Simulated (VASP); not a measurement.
# Ba3CaO4 (Pm-3m) in VASP: single point with LDA

Aim: the single point of Ba3CaO4 with LDA.

Everything below comes from runs of VASP 6.6.1. Logs are shortened: lines on timing, memory, paths and dates and some standing lists are left out, and cuts for length are marked.

## (1) The cell of the first run

Symmetry: Pm-3m, No. 221, cubic system. The conventional cell has a = 5.303 Å, b = 5.303 Å, c = 5.303 Å, α = 90.00°, β = 90.00°, γ = 90.00°. Within 3.5 Å of Ba (site symmetry 4/mmm) lie 6 O at 2.65 Å. Within 3.5 Å of Ca (site symmetry m-3m) lie 6 O at 2.65 Å. O (site symmetry m-3m) has 6 Ba at 2.65 Å within 3.5 Å. O (site symmetry 4/mmm) has 4 Ba at 2.65 Å and 2 Ca at 2.65 Å within 3.5 Å.

## (2) Single point, LDA

File INCAR:

```
PREC = Accurate ; ENCUT = 520
EDIFF = 1E-7 ; ISMEAR = 0
SIGMA = 0.02 ; LREAL = F
LASPH = T ; NELM = 60
ALGO = Normal ; ISIF = 2
LWAVE = F ; LCHARG = F
GGA = CA ; NBANDS = 42
```

File KPOINTS:

```
Automatic mesh
0
Gamma
  8 8 8
```

File POSCAR:

```
Ba3CaO4
1.0
    5.3032548907      0.0000000000      0.0000000000
    0.0000000000      5.3032548907      0.0000000000
    0.0000000000      0.0000000000      5.3032548907
Ba Ca O
3 1 4
Direct
    0.0000000000      0.0000000000      0.5000000000
    0.0000000000      0.5000000000      0.0000000000
    0.5000000000      0.0000000000      0.0000000000
    0.5000000000      0.5000000000      0.5000000000
    0.0000000000      0.0000000000      0.0000000000
    0.5000000000      0.5000000000      0.0000000000
    0.5000000000      0.0000000000      0.5000000000
    0.0000000000      0.5000000000      0.5000000000
```

Potentials or basis: VASP PAW LDA potentials, release 64 (Ba_sv, Ca_sv, O).

Started as:

```bash
$ cat potpaw_LDA.64/Ba_sv/POTCAR potpaw_LDA.64/Ca_sv/POTCAR potpaw_LDA.64/O/POTCAR > POTCAR
$ mpirun -np 1 vasp_std > vasp.out
```

OUTCAR:

```text
PREC = Accurate
   ENCUT = 520
   EDIFF = 1E-7
   ISMEAR = 0
   LREAL = F
   LASPH = T
   NELM = 60
   ISIF = 2
   GGA = CA

 ion  position               nearest neighbor table
   1  0.000  0.000  0.500-   5 2.65   7 2.65   8 2.65   5 2.65   8 2.65   7 2.65   2 3.75   3 3.75
                             2 3.75   2 3.75   4 3.75   3 3.75   2 3.75   3 3.75   4 3.75   4 3.75
   2  0.000  0.500  0.000-   5 2.65   6 2.65   8 2.65   8 2.65   5 2.65   6 2.65   1 3.75   4 3.75
                             1 3.75   1 3.75   3 3.75   3 3.75   1 3.75   3 3.75   4 3.75   4 3.75
   3  0.500  0.000  0.000-   5 2.65   6 2.65   7 2.65   7 2.65   6 2.65   5 2.65   1 3.75   4 3.75
                             1 3.75   2 3.75   4 3.75   2 3.75   4 3.75   1 3.75   2 3.75   4 3.75
   4  0.500  0.500  0.500-   1 3.75   2 3.75   3 3.75   2 3.75   3 3.75   1 3.75   3 3.75   3 3.75
                             1 3.75   2 3.75   2 3.75   1 3.75
   5  0.000  0.000  0.000-   1 2.65   2 2.65   3 2.65   1 2.65   2 2.65   3 2.65
   6  0.500  0.500  0.000-   2 2.65   3 2.65   3 2.65   2 2.65
   7  0.500  0.000  0.500-   1 2.65   3 2.65   3 2.65   1 2.65
   8  0.000  0.500  0.500-   1 2.65   2 2.65   2 2.65   1 2.65

  LATTYP: Found a simple cubic cell.
 ALAT       =     5.3032548907

  Lattice vectors:

 A1 = (   5.3032548907,   0.0000000000,   0.0000000000)
 A2 = (   0.0000000000,   5.3032548907,   0.0000000000)
 A3 = (   0.0000000000,   0.0000000000,   5.3032548907)

Analysis of symmetry for initial positions (statically):
=====================================================================
 Subroutine PRICEL returns:
 Original cell was already a primitive cell.

 Routine SETGRP: Setting up the symmetry group for a
 simple cubic supercell.

 Subroutine GETGRP returns: Found 48 space group operations
 (whereof 48 operations were pure point group operations)
 out of a pool of 48 trial point group operations.

The static configuration has the point symmetry O_h .

Analysis of symmetry for dynamics (positions and initial velocities):
=====================================================================
 Subroutine PRICEL returns:
 Original cell was already a primitive cell.

 Routine SETGRP: Setting up the symmetry group for a
 simple cubic supercell.

 Subroutine GETGRP returns: Found 48 space group operations
 (whereof 48 operations were pure point group operations)
 out of a pool of 48 trial point group operations.

The dynamic configuration has the point symmetry O_h .

 Subroutine INISYM returns: Found 48 space group operations
 (whereof 48 operations are pure point group operations),
 and found     1 'primitive' translations

----------------------------------------------------------------------------------------

                                     Primitive cell

  volume of cell :     149.1515

  direct lattice vectors                    reciprocal lattice vectors
     5.303254891  0.000000000  0.000000000     0.188563443  0.000000000  0.000000000
     0.000000000  5.303254891  0.000000000     0.000000000  0.188563443  0.000000000
     0.000000000  0.000000000  5.303254891     0.000000000  0.000000000  0.188563443

  length of vectors
     5.303254891  5.303254891  5.303254891     0.188563443  0.188563443  0.188563443

  position of ions in fractional coordinates (direct lattice)
     0.000000000  0.000000000  0.500000000
     0.000000000  0.500000000  0.000000000
     0.500000000  0.000000000  0.000000000
     0.500000000  0.500000000  0.500000000
     0.000000000  0.000000000  0.000000000
     0.500000000  0.500000000  0.000000000
     0.500000000  0.000000000  0.500000000
     0.000000000  0.500000000  0.500000000

  ion indices of the primitive-cell ions
   primitive index   ion index
                 1           1
                 2           2
                 3           3
                 4           4
                 5           5
                 6           6
                 7           7
                 8           8

----------------------------------------------------------------------------------------

 KPOINTS: Automatic mesh

Automatic generation of k-mesh.
 Grid dimensions read from file:
 generate k-points for:    8    8    8

 Generating k-lattice:

  Cartesian coordinates                     Fractional coordinates (reciprocal lattice)
     0.023570430  0.000000000  0.000000000     0.125000000  0.000000000  0.000000000
     0.000000000  0.023570430  0.000000000     0.000000000  0.125000000  0.000000000
     0.000000000  0.000000000  0.023570430     0.000000000  0.000000000  0.125000000

  Length of vectors
     0.023570430  0.023570430  0.023570430

  Shift w.r.t. Gamma in fractional coordinates (k-lattice)
     0.000000000  0.000000000  0.000000000

 Subroutine IBZKPT returns following result:
 ===========================================

 Found     35 irreducible k-points:

 Following reciprocal coordinates:
            Coordinates               Weight
  0.000000  0.000000  0.000000      1.000000
  0.125000  0.000000  0.000000      6.000000
  0.250000  0.000000  0.000000      6.000000
  0.375000  0.000000  0.000000      6.000000
  0.500000  0.000000  0.000000      3.000000
  0.125000  0.125000  0.000000     12.000000
[... 16 lines left out ...]
  0.375000  0.375000  0.125000     24.000000
  0.500000  0.375000  0.125000     24.000000
 [... further k-points ...]
   k-points           NKPTS =     35   k-points in BZ     NKDIM =     35   number of bands    NBANDS=     42
   number of dos      NEDOS =    301   number of ions     NIONS =      8
   total plane-waves  NPLWV =  64000
   dimension x,y,z NGX =    40 NGY =   40 NGZ =   40
   dimension x,y,z NGXF=    80 NGYF=   80 NGZF=   80
   ions per type =               3   1   4
   NGX,Y,Z   is equivalent  to a cutoff of  12.54, 12.54, 12.54 a.u.
   NGXF,Y,Z  is equivalent  to a cutoff of  25.08, 25.08, 25.08 a.u.
 SYSTEM =  unknown system
   PREC   = accura    normal or accurate (medium, high low for compatibility)
   ISTART =      0    job   : 0-new  1-cont  2-samecut
   ICHARG =      2    charge: 1-file 2-atom 10-const
   ISPIN  =      1    spin polarized calculation?
   LNONCOLLINEAR =      F non collinear calculations
   LSORBIT =      F    spin-orbit coupling
   LASPH  =      T    aspherical Exc in radial PAW
   ENCUT  =  520.0 eV  38.22 Ry    6.18 a.u.   9.86  9.86  9.86*2*pi/ulx,y,z
   NELM   =     60;   NELMIN=  2; NELMDL= -5     # of ELM steps
   EDIFF  = 0.1E-06   stopping-criterion for ELM
   LREAL  =      F    real-space projection
   EDIFFG = 0.1E-05   stopping-criterion for IOM
   NSW    =      0    number of steps for IOM
   IBRION =     -1    ionic relax: 0-MD 1-quasi-New 2-CG
   NFREE  =      0    steps in history (QN), initial steepest desc. (CG)
   ISIF   =      2    stress and relaxation
   ISYM   =      2    0-nonsym 1-usesym 2-fastsym
   POTIM  = 0.5000    time-step for ionic-motion
   TEBEG  =    0.0;   TEEND  =   0.0 temperature during run
   PSTRESS=    0.0 pullay stress
   NELECT =      64.0000    total number of electrons
   NUPDOWN=      -1.0000    fix difference up-down
   EMIN   =  10.00;   EMAX   =-10.00  energy-range for DOS
   EFERMI =   0.00;   METHOD = LEGACY
   ISMEAR =     0;   SIGMA  =   0.02  broadening in eV -4-tet -1-fermi 0-gaus
   EFERMI_NEDOS =   21; number of points for ismear=-14 and -15
   IALGO  =     38    algorithm
   IMIX   =      4    mixing-type and parameters
     AMIX     =   0.40;   BMIX     =  1.00
     AMIX_MAG =   1.60;   BMIX_MAG =  1.00
  volume/ion in A,a.u.               =      18.64       125.82
  Fermi-wavevector in a.u.,A,eV,Ry     =   1.234788  2.333411 20.744814  1.524701
  Thomas-Fermi vector in A             =   2.369464
   LORBIT       =      0    0 simple, 1 ext, 2 COOP (PROOUT), +10 PAW based schemes
   GGA     = CA    functional components
   LHFCALC =     F    Hartree Fock is set to
   AEXX    =    0.0000 exact exchange contribution
   IVDW    =     0    specifies the selected vdW correction
   LEPSILON=     F    determine dielectric tensor
   LRPA    =     F    only Hartree local field effects (RPA)
 non-spin polarized calculation
 Gauss-broadening in eV      SIGMA  =   0.02
  energy-cutoff  :      520.00
  volume of cell :      149.15
 maximum number of plane-waves:      4034
 NGX is ok and might be reduce to    40
   NGX = 19   NGY = 19   NGZ = 19

 number of electron      63.9999968 magnetization

 Free energy of the ion-electron system (eV)
  ---------------------------------------------------
  ext. energy  EPLUGINS =         0.00000000
  ---------------------------------------------------
  free energy    TOTEN  =       -52.36290825 eV

  energy without entropy =      -52.36290825  energy(sigma->0) =      -52.36290825

 E-fermi :   2.4332     XC(G=0): -10.4232

 val. band max:        2.2777004345   @ k =   0.0000   0.0000   0.0000
 cond. band min:       3.9085971994   @ k =   0.0000   0.0000   0.0000
 fundamental gap:      1.6308967649
 Fermi energy:         2.4332136555

 k-point     1 :       0.0000    0.0000    0.0000
  band No.  band energies     occupation
      1     -37.3129      2.00000
      2     -23.3257      2.00000
      3     -22.8869      2.00000
      4     -22.8869      2.00000
      5     -18.6281      2.00000
      6     -18.6281      2.00000
[... 34 lines left out ...]
     41       7.5132      0.00000
     42       8.4934      0.00000

 k-point     2 :       0.1250    0.0000    0.0000
  band No.  band energies     occupation
      1     -37.3129      2.00000
      2     -23.3107      2.00000
      3     -22.9012      2.00000
      4     -22.8852      2.00000
      5     -18.6313      2.00000
      6     -18.6279      2.00000
[... 34 lines left out ...]
     41       7.5885      0.00000
     42       8.6312      0.00000

 k-point     3 :       0.2500    0.0000    0.0000
  band No.  band energies     occupation
      1     -37.3128      2.00000
      2     -23.2690      2.00000
      3     -22.9410      2.00000
      4     -22.8808      2.00000
      5     -18.6389      2.00000
      6     -18.6275      2.00000
[... 34 lines left out ...]
     41       7.7197      0.00000
     42       8.8650      0.00000

 k-point     4 :       0.3750    0.0000    0.0000
  band No.  band energies     occupation
      1     -37.3128      2.00000
      2     -23.2128      2.00000
      3     -22.9953      2.00000
      4     -22.8765      2.00000
      5     -18.6465      2.00000
      6     -18.6271      2.00000
[... 844 lines left out ...]
     41       8.0906      0.00000
     42       8.5073      0.00000

 k-point    23 :       0.3750    0.3750    0.1250
  band No.  band energies     occupation
      1     -37.3126      2.00000
      2     -23.1059      2.00000
      3     -22.9969      2.00000
      4     -22.9524      2.00000
      5     -18.6533      2.00000
      6     -18.6516      2.00000
[... 34 lines left out ...]
     41       8.0643      0.00000
     42       8.3254      0.00000

 k-point    24 :       0.5000    0.3750    0.1250
  band No.  band energies     occupation
      1     -37.3126      2.00000
      2     -23.0708      2.00000
      3     -23.0173      2.00000
      4     -22.9628      2.00000
      5     -18.6567      2.00000
      6     -18.6533      2.00000
[... 34 lines left out ...]
     41       8.2978      0.00000
     42       8.3736      0.00000

 [... further k-points ...]
[... 5 lines left out ...]
  --------------------------------------------------------------------------------------
  -------------------------------------------------------------------------------------
  Total        2.1810565      2.1810565      2.1810565      0.0000000      0.0000000     -0.0000000
  in kB       23.4287975     23.4287975     23.4287975      0.0000000      0.0000000     -0.0000000
  external PRESSURE =      23.4287975 kB  Pullay stress =       0.0000000 kB

 VOLUME and BASIS-vectors are now :
 -----------------------------------------------------------------------------
  energy-cutoff  :      520.00
  volume of cell :      149.15
      direct lattice vectors                 reciprocal lattice vectors
     5.303254891  0.000000000  0.000000000     0.188563443  0.000000000  0.000000000
     0.000000000  5.303254891  0.000000000     0.000000000  0.188563443  0.000000000
     0.000000000  0.000000000  5.303254891     0.000000000  0.000000000  0.188563443

 POSITION                                       TOTAL-FORCE (eV/Angst)
 -----------------------------------------------------------------------------------
      0.00000      0.00000      2.65163         0.000000      0.000000      0.000000
      0.00000      2.65163      0.00000         0.000000      0.000000      0.000000
      2.65163      0.00000      0.00000         0.000000      0.000000      0.000000
      2.65163      2.65163      2.65163         0.000000      0.000000      0.000000
      0.00000      0.00000      0.00000         0.000000      0.000000      0.000000
      2.65163      2.65163      0.00000         0.000000      0.000000      0.000000
      2.65163      0.00000      2.65163         0.000000      0.000000      0.000000
      0.00000      2.65163      2.65163         0.000000      0.000000      0.000000
 -----------------------------------------------------------------------------------
    total drift:                                0.000000      0.000000     -0.000000

  FREE ENERGIE OF THE ION-ELECTRON SYSTEM (eV)
  ---------------------------------------------------
  free  energy   TOTEN  =       -52.3629082524 eV

  energy  without entropy=      -52.3629082524  energy(sigma->0) =      -52.36290825
```

It took 1.8 min on 1 thread of Intel Xeon 6975P-C (Granite Rapids), shared host; peak memory 0.32 GiB.

Results:

```
Free energy            : -52.3629 eV
Pressure               : 2.3 GPa
Band gap on the k mesh : 1.63 eV
```

Caveat: spin-orbit coupling is left out, which moves the levels of the heavy elements. A k mesh can miss the band edges.
